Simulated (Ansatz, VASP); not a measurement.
## Ta4O: VASP beside Ansatz

```xyz
5
Lattice="3.2425 0.0000 0.0000 0.0000 3.2425 0.0000 0.0000 0.0000 7.3321" Properties=species:S:1:pos:R:3 pbc="T T T"
Ta    0.0000    0.0000    3.6660
Ta    1.6213    1.6213    5.7368
Ta    1.6213    1.6213    1.5953
Ta    0.0000    0.0000    0.0000
O     1.6213    1.6213    3.6660
```

Alike in both runs: functional r2SCAN; k mesh 12 × 12 × 6; occupations gaussian, width 0.1 eV; no spin polarisation.

Ansatz relaxed the structure, and its values are those at the end. VASP's run is a single point on that final structure, the one shown.

```csv
,VASP,Ansatz
version,VASP 6.6.1,Ansatz 0.2.0
potentials or method,"VASP PAW PBE potentials, release 64 (Ta_pv, O), cutoff 520 eV","scalar-relativistic, plane waves, PAW"
valence electrons in the cell,50,58
```

```csv
,VASP,Ansatz,Ansatz less VASP
gap on the k mesh at the Fermi level (eV),none,none,-
pressure (GPa),0.9,0.0,-0.91
rms of the force components (eV/Å),0.013,0.000,-0.0127
```

VASP's potentials were made for PBE, not for r2SCAN. A gap of «none» marks a metal or a gap that the smearing closes. The functional is the same, so the differences come from potentials, cutoffs and numerics. VASP's potentials hold 50 valence electrons a cell and Ansatz's 58, so a difference there can come from the potentials and not from the codes.

Neither program's run includes spin-orbit coupling.
